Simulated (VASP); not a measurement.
# H5C10Cl in VASP: notebook

H5C10Cl is run at these levels: PBEsol; tasks: single point.

All numbers are computed with VASP 6.6.1; they aren't measurements. Logs are shortened: lines on timing, memory, paths and dates and some standing lists are left out, and cuts for length are marked.

## 1. The cell of the first run

The cell holds a slab with vacuum, 32 atoms: a = 5.049 Å, b = 5.049 Å, c = 16.836 Å, α = 90.00°, β = 90.00°, γ = 90.00°.

## 2. Single point, PBEsol

Input file INCAR:

```
PREC = Accurate ; ENCUT = 520
EDIFF = 1E-7 ; ISMEAR = 0
SIGMA = 0.05 ; LREAL = Auto
LASPH = T ; NELM = 60
ALGO = Normal ; ISIF = 2
LWAVE = F ; LCHARG = T
GGA = PS ; LELF = T
LVHAR = T ; NBANDS = 74
```

Input file KPOINTS:

```
Automatic mesh
0
Gamma
  2 2 1
```

Input file POSCAR:

```
H5C10Cl
1.0
    5.0487420000      0.0000000000      0.0000000000
    0.0000000000      5.0487420000      0.0000000000
    0.0000000000      0.0000000000     16.8355610000
H C Cl
10 20 2
Direct
    0.4277867635      0.0000000000      0.0593980801
    0.0722132365      0.0000000000      0.0593980801
    0.9277867635      0.0000000000      0.0593980801
    0.5722132365      0.0000000000      0.0593980801
    0.4277867635      0.5000000000      0.0593980801
    0.0722132365      0.5000000000      0.0593980801
    0.9277867635      0.5000000000      0.0593980801
    0.5722132365      0.5000000000      0.0593980801
    0.2706250389      0.4647769682      0.3716081098
    0.7460484216      0.4832782107      0.3673423178
    0.2500000990      0.0000000000      0.0970980415
    0.7500000990      0.0000000000      0.0970980415
    0.2500000990      0.5000000000      0.0970980415
    0.7500000990      0.5000000000      0.0970980415
    0.2500000990      0.2500000990      0.1501108279
    0.7500000990      0.2500000990      0.1501108279
    0.2500000990      0.7500000990      0.1501108279
    0.7500000990      0.7500000990      0.1501108279
    0.0002398617      0.2548747787      0.1975613999
    0.5027020592      0.2494902691      0.1995779054
    0.0011600910      0.7501767767      0.2067002697
    0.5012801209      0.7457729074      0.2085640033
    0.0022516500      0.0175582353      0.2535013832
    0.5043757435      0.0064303147      0.2607572150
    0.0011864342      0.4841619952      0.2573599419
    0.5039629674      0.4788283893      0.2576372121
    0.2495683083      0.1041104893      0.2954505050
    0.7655188164      0.0919007151      0.3056403051
    0.2517682623      0.4009820664      0.3049217071
    0.7538487805      0.4107823295      0.3055541779
   -0.1197553767     -0.0286394116      0.4009658484
    0.4471795152      0.4720082745      0.4753361055
```

Potentials or basis: VASP PAW PBE potentials, release 64 (H, C, Cl).

Run with:

```
$ cat potpaw_PBE.64/H/POTCAR potpaw_PBE.64/C/POTCAR potpaw_PBE.64/Cl/POTCAR > POTCAR
$ mpirun -np 1 vasp_std > vasp.out
```

OUTCAR:

```text
PREC = Accurate
   ENCUT = 520
   EDIFF = 1E-7
   ISMEAR = 0
   LREAL = Auto
   LASPH = T
   NELM = 60
   ISIF = 2
   GGA = PS

 ion  position               nearest neighbor table
   1  0.428  0.000  0.059-   4 0.73  11 1.10
   2  0.072  0.000  0.059-   3 0.73  11 1.10
   3  0.928  0.000  0.059-   2 0.73  12 1.10
   4  0.572  0.000  0.059-   1 0.73  12 1.10
   5  0.428  0.500  0.059-   8 0.73  13 1.10
   6  0.072  0.500  0.059-   7 0.73  13 1.10
   7  0.928  0.500  0.059-   6 0.73  14 1.10
   8  0.572  0.500  0.059-   5 0.73  14 1.10
   9  0.271  0.465  0.372-  29 1.17
  10  0.746  0.483  0.367-  30 1.10
  11  0.250  0.000  0.097-   1 1.10   2 1.10  17 1.55  15 1.55
  12  0.750  0.000  0.097-   3 1.10   4 1.10  18 1.55  16 1.55
  13  0.250  0.500  0.097-   5 1.10   6 1.10  15 1.55  17 1.55
  14  0.750  0.500  0.097-   7 1.10   8 1.10  16 1.55  18 1.55
  15  0.250  0.250  0.150-  19 1.49  20 1.52  13 1.55  11 1.55
  16  0.750  0.250  0.150-  19 1.49  20 1.50  14 1.55  12 1.55
[... 8 lines left out ...]
  25  0.001  0.484  0.257-  19 1.53  30 1.53  29 1.56  21 1.59
  26  0.504  0.479  0.258-  20 1.52  30 1.54  29 1.55  22 1.58
  27  0.250  0.104  0.295-  24 1.50  23 1.50  29 1.51
  28  0.766  0.092  0.306-  23 1.53  24 1.58  30 1.61  31 1.81
  29  0.252  0.401  0.305-   9 1.17  27 1.51  26 1.55  25 1.56
  30  0.754  0.411  0.306-  10 1.10  25 1.53  26 1.54  28 1.61
  31  0.880  0.971  0.401-  28 1.81
  32  0.447  0.472  0.475-

  LATTYP: Found a simple tetragonal cell.
 ALAT       =     5.0487420000
 C/A-ratio  =     3.3346051353

  Lattice vectors:

 A1 = (   5.0487420000,   0.0000000000,   0.0000000000)
 A2 = (   0.0000000000,   5.0487420000,   0.0000000000)
 A3 = (   0.0000000000,   0.0000000000,  16.8355610000)

Analysis of symmetry for initial positions (statically):
=====================================================================
 Subroutine PRICEL returns:
 Original cell was already a primitive cell.

 Routine SETGRP: Setting up the symmetry group for a
 simple tetragonal supercell.

 Subroutine GETGRP returns: Found  1 space group operations
 (whereof  1 operations were pure point group operations)
 out of a pool of 16 trial point group operations.

The static configuration has the point symmetry C_1 .

Analysis of symmetry for dynamics (positions and initial velocities):
=====================================================================
 Subroutine PRICEL returns:
 Original cell was already a primitive cell.

[... 151 lines left out ...]
   NFREE  =      0    steps in history (QN), initial steepest desc. (CG)
   ISIF   =      2    stress and relaxation
   ISYM   =      2    0-nonsym 1-usesym 2-fastsym
   POTIM  = 0.5000    time-step for ionic-motion
   TEBEG  =    0.0;   TEEND  =   0.0 temperature during run
   PSTRESS=    0.0 pullay stress
   NELECT =     104.0000    total number of electrons
   NUPDOWN=      -1.0000    fix difference up-down
   EMIN   =  10.00;   EMAX   =-10.00  energy-range for DOS
   EFERMI =   0.00;   METHOD = LEGACY
   ISMEAR =     0;   SIGMA  =   0.05  broadening in eV -4-tet -1-fermi 0-gaus
   EFERMI_NEDOS =   21; number of points for ismear=-14 and -15
   IALGO  =     38    algorithm
   IMIX   =      4    mixing-type and parameters
     AMIX     =   0.40;   BMIX     =  1.00
     AMIX_MAG =   1.60;   BMIX_MAG =  1.00
  volume/ion in A,a.u.               =      13.41        90.50
  Fermi-wavevector in a.u.,A,eV,Ry     =   1.020676  1.928798 14.174274  1.041780
  Thomas-Fermi vector in A             =   2.154259
   LORBIT       =      0    0 simple, 1 ext, 2 COOP (PROOUT), +10 PAW based schemes
   GGA     = PS    functional components
   LHFCALC =     F    Hartree Fock is set to
   AEXX    =    0.0000 exact exchange contribution
   IVDW    =     0    specifies the selected vdW correction
   LEPSILON=     F    determine dielectric tensor
   LRPA    =     F    only Hartree local field effects (RPA)
 non-spin polarized calculation
 Gauss-broadening in eV      SIGMA  =   0.05
  energy-cutoff  :      520.00
  volume of cell :      429.14
 maximum number of plane-waves:     11574
 NGX is ok and might be reduce to    40
   NGX = 19   NGY = 19   NGZ = 63

 number of electron     104.0000003 magnetization

 Free energy of the ion-electron system (eV)
  ---------------------------------------------------
  ext. energy  EPLUGINS =         0.00000000
  ---------------------------------------------------
  free energy    TOTEN  =      -213.37705297 eV

  energy without entropy =     -213.37324895  energy(sigma->0) =     -213.37515096

 E-fermi :   0.1106     XC(G=0):  -6.1107

 val. band max:        0.0533397295   @ k =   0.0000   0.5000   0.0000
 cond. band min:       0.1679037383   @ k =   0.0000   0.0000   0.0000
 fundamental gap:      0.1145640088
 Fermi energy:         0.1106339668

 k-point     1 :       0.0000    0.0000    0.0000
  band No.  band energies     occupation
      1     -21.3431      2.00000
      2     -19.1008      2.00000
      3     -17.2131      2.00000
      4     -16.8828      2.00000
      5     -16.6555      2.00000
      6     -16.5352      2.00000
[... 257 lines left out ...]
     63       6.5936      0.00000
     64       7.0155      0.00000
 [bands above 64 left out]

------------------------ aborting loop because EDIFF is reached ----------------------------------------

  FORCE on cell =-STRESS in cart. coord.  units (eV):
  Direction    XX          YY          ZZ          XY          YZ          ZX
  --------------------------------------------------------------------------------------
  -------------------------------------------------------------------------------------
  Total       67.1545928     -8.6538244     -5.8094663      1.0849041      1.5458241     -3.6487474
  in kB      250.7219484    -32.3090890    -21.6896664      4.0504940      5.7713406    -13.6226132
  external PRESSURE =      65.5743977 kB  Pullay stress =       0.0000000 kB

 VOLUME and BASIS-vectors are now :
 -----------------------------------------------------------------------------
  energy-cutoff  :      520.00
  volume of cell :      429.14
      direct lattice vectors                 reciprocal lattice vectors
     5.048742000  0.000000000  0.000000000     0.198069143  0.000000000  0.000000000
     0.000000000  5.048742000  0.000000000     0.000000000  0.198069143  0.000000000
     0.000000000  0.000000000 16.835561000     0.000000000  0.000000000  0.059398080

 POSITION                                       TOTAL-FORCE (eV/Angst)
 -----------------------------------------------------------------------------------
      2.15978      0.00000      1.00000        -8.950208     -0.032284      0.004222
      0.36459      0.00000      1.00000         8.932157     -0.051681      0.015875
      4.68416      0.00000      1.00000        -8.932753     -0.069597      0.006067
      2.88896      0.00000      1.00000         8.949458     -0.037585      0.007994
      2.15978      2.52437      1.00000        -8.921894      0.067543     -0.035403
      0.36459      2.52437      1.00000         8.929402      0.006175      0.040178
[... 24 lines left out ...]
      4.44413      4.90415      6.75048        -0.682293     -0.004402      0.006795
      2.25769      2.38305      8.00255        -0.241833      0.165452     -0.149621
 -----------------------------------------------------------------------------------
    total drift:                               -0.003097     -0.015276     -0.020868

  FREE ENERGIE OF THE ION-ELECTRON SYSTEM (eV)
  ---------------------------------------------------
  free  energy   TOTEN  =      -213.3770529716 eV

  energy  without entropy=     -213.3732489534  energy(sigma->0) =     -213.37515096
```

Wall time 6.1 min (1 thread of Intel Xeon 8259CL, shared host); peak memory 0.49 GiB.

Results:

| Property | Result |
| --- | --- |
| Free energy | -213.3771 eV |
| Largest force | 8.950 eV/Å |
| Band gap on the k mesh | 0.11 eV (least direct gap 0.19 eV) |

Forces on the atoms (eV/Å):
```
H   -8.950 -0.032  0.004
H    8.932 -0.052  0.016
H   -8.933 -0.070  0.006
H    8.949 -0.038  0.008
H   -8.922  0.068 -0.035
H    8.929  0.006  0.040
H   -8.935  0.029  0.010
H    8.904  0.040 -0.019
H    0.049  0.006  0.033
H    0.021  0.093 -0.002
C    0.102 -0.167  1.308
C   -0.085 -0.172  1.282
C    0.278  0.176  1.287
C   -0.187  0.217  1.269
C    0.421  0.029 -3.075
C   -0.028 -0.212 -3.280
C    0.143 -0.083  0.564
C    0.081 -0.109  0.582
C    0.009 -0.013  0.020
C   -0.007  0.011 -0.016
C    0.009 -0.008  0.018
C   -0.004  0.008 -0.025
C   -0.004 -0.057  0.048
C    0.026 -0.001 -0.038
C    0.012  0.039  0.048
C    0.016  0.063  0.026
C    0.067  0.058 -0.103
C    0.016 -0.035  0.184
C   -0.002  0.019  0.036
C    0.020  0.025 -0.053
Cl  -0.682 -0.004  0.007
Cl  -0.242  0.165 -0.150
```

Caveat: the k points lie up to 0.62 Å⁻¹ apart; there is no dipole correction, which matters where the two faces differ; the PAW data sets were made with another functional, which shifts forces and pressure a little.

(Part 1 of 2 ends here.)
